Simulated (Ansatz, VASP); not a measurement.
KF in VASP and in Ansatz

```
K F
1.0
     0.00000    2.58172    2.96898
     2.49136    0.00000    2.96898
     2.49136    2.58172    0.00000
K F
1 1
Cartesian
  0.0000 0.0000 0.0000
  2.4914 2.5817 2.9690
```

Change from the starting cell: normal strain along x -0.0350, normal strain along z +0.1500.

Alike in both runs: task single point; functional LDA; k mesh 8 × 8 × 8; occupations gaussian, width 0.05 eV; no spin polarisation.

|  | VASP | Ansatz |
| --- | --- | --- |
| version | VASP 6.6.1 | Ansatz 0.2.0 |
| potentials or method | VASP PAW LDA potentials, release 64 (K_sv, F), cutoff 520 eV | scalar-relativistic, plane waves, PAW |
| valence electrons in the cell | 16 | 16 |

```tsv
	VASP	Ansatz	Ansatz less VASP
gap on the k mesh at the Fermi level (eV)	5.53	5.55	+0.019
least direct gap on the mesh (eV)	5.53	5.55	+0.019
pressure (GPa)	-1.3	-1.5	-0.17
traceless stress, the component that is largest in VASP (GPa)	-3.76	-3.51	+0.249
```

LDA's correlation is that of Perdew and Zunger in VASP and of Perdew and Wang (1992) in Ansatz.
